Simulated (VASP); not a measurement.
A run of VASP 6.6.1 is set up as follows.

INCAR

```
SYSTEM = BaS
PREC = Accurate
ENCUT = 520
EDIFF = 1E-6
ISMEAR = -1
SIGMA = 0.02
LREAL = .False.
LASPH = .True.
NELM = 100
ALGO = Normal
ISIF = 2
LWAVE = .False.
LCHARG = .False.
GGA = PE
NBANDS = 15
```

File KPOINTS:

```
Automatic mesh
0
Gamma
  8 8 8
  0 0 0
```

Contents of POSCAR:

```
BaS
1.0
    0.0000000000      3.1382457478      3.2117958733
    3.1382457478      0.0000000000      3.2117958733
    3.1382457478      3.1382457478      0.0000000000
Ba S
1 1
Direct
    0.0000000000      0.0000000000      0.0000000000
    0.5000000000      0.5000000000      0.5000000000
```

Potentials or basis: VASP PAW PBE potentials, release 64 (Ba_sv, S).

The run is started by

```sh
$ cat potpaw_PBE.64/Ba_sv/POTCAR potpaw_PBE.64/S/POTCAR > POTCAR
$ mpirun -np 1 vasp_std > vasp.out
```

(1) What does it give for the pressure?

(2) Estimate the band gap on the k mesh.

Answers

(1) 3.0 GPa.

(2) 2.02 eV (least direct gap 2.14 eV).

Caveat: the cell differs from its parent crystal (biaxial xy strain -2.3%); spin-orbit coupling is left out, which moves the levels of the heavy elements.
